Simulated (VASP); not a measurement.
Mg2SO, 4 atoms in the cell. Symmetry: P4/mmm, No. 123, tetragonal system. Conventional cell: a = 3.196 Å, b = 3.196 Å, c = 4.520 Å, α = 90.00°, β = 90.00°, γ = 90.00°. O (site symmetry 4/mmm) has 6 Mg at 2.26 Å within 3.0 Å. Mg (site symmetry 4/mmm) has 2 O at 2.26 Å and 4 S at 2.26 Å within 3.0 Å. Within 3.0 Å of Mg (site symmetry 4/mmm) lie 2 S at 2.26 Å and 4 O at 2.26 Å. S (site symmetry 4/mmm) has 6 Mg at 2.26 Å within 3.0 Å. 

| Property | Result |
| --- | --- |
| Program | VASP 6.6.1 |
| Task | relaxation of cell and atoms |
| Functional | PBE |
| Potentials or basis | VASP PAW PBE potentials, release 64 (O, Mg, S) |
| Cutoff | 600 eV |
| k mesh | 8 × 8 × 6 |
| Occupations | fermi-dirac, width 0.02 eV |
| Spin | no spin polarisation |
| Dipole correction | no |
| Further INCAR settings | ALGO = Normal; EDIFF = 1e-06; IBRION = 2; EDIFFG = -0.005; NSW = 80; ISIF = 3 |

Potentials or basis: VASP PAW PBE potentials, release 64 (O, Mg, S).

Run with:

```bash
$ cat potpaw_PBE.64/O/POTCAR potpaw_PBE.64/Mg/POTCAR potpaw_PBE.64/S/POTCAR > POTCAR
$ mpirun -np 1 vasp_std > vasp.out
```

Hardware: 1 thread of AMD EPYC 9R45 96-Core Processor (Zen 5) (shared host).

Problem. Estimate the wall time of this run.

Solution. Run time: 89 s on 1 thread of AMD EPYC 9R45 96-Core Processor (Zen 5) (shared host), peak memory 0.18 GiB. Counts: scf iterations 58, k points 60, ion steps 7.
